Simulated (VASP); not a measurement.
Write the native input for VASP 6.6.1 that does the following.

```
Task                   : single point
Functional             : PBE
Potentials or basis    : VASP PAW PBE potentials, release 64 (B, Sr_sv)
Cutoff                 : 520 eV
k mesh                 : 3 × 3 × 5
Occupations            : fermi-dirac, width 0.0901 eV
Spin                   : no spin polarisation
Dipole correction      : no
Further INCAR settings : ALGO = Normal; EDIFF = 1e-06; NBANDS = 40
```

The structure of Sr2B3 lies in POSCAR:

```
Sr2B3
1.0
    6.7575650000      0.0000000000      0.0000000000
    0.0000000000      6.7575650000      0.0000000000
    0.0000000000      0.0000000000      3.9437300000
B Sr
6 4
Direct
    0.3714000000      0.8714000000      0.5000000000
    0.1286000000      0.3714000000      0.5000000000
    0.6286000000      0.1286000000      0.5000000000
    0.8714000000      0.6286000000      0.5000000000
    0.0000000000      0.0000000000      0.5000000000
    0.5000000000      0.5000000000      0.5000000000
    0.1734000000      0.6734000000      0.0000000000
    0.3266000000      0.1734000000      0.0000000000
    0.8266000000      0.3266000000      0.0000000000
    0.6734000000      0.8266000000      0.0000000000
```

One way to write it, as run:

INCAR

```
SYSTEM = Sr2B3
PREC = Accurate
ENCUT = 520
EDIFF = 1E-6
ISMEAR = -1
SIGMA = 0.0901
LREAL = .False.
LASPH = .True.
NELM = 60
ALGO = Normal
ISIF = 2
LWAVE = .False.
LCHARG = .True.
GGA = PE
LELF = .True.
LVHAR = .True.
NBANDS = 40
```

KPOINTS

```
Automatic mesh
0
Gamma
  3 3 5
  0 0 0
```

Potentials or basis: VASP PAW PBE potentials, release 64 (B, Sr_sv).

The run is started by

```bash
$ cat potpaw_PBE.64/B/POTCAR potpaw_PBE.64/Sr_sv/POTCAR > POTCAR
$ mpirun -np 1 vasp_std > vasp.out
```

Results of the run:

```yaml
Pressure: 0.8 GPa
Largest_force: 1.131 eV/Å
Band_gap_on_the_k_mesh: zero (bands 29 and 30 overlap by 1.16 eV)
```

Caveat: forces of over 1 eV/Å act on the atoms, so gaps and moduli don't describe the material at rest.

Run time: 35 s on 1 thread of Intel(R) Xeon(R) 6975P-C (Granite Rapids), on a shared host, peak memory 0.27 GiB.
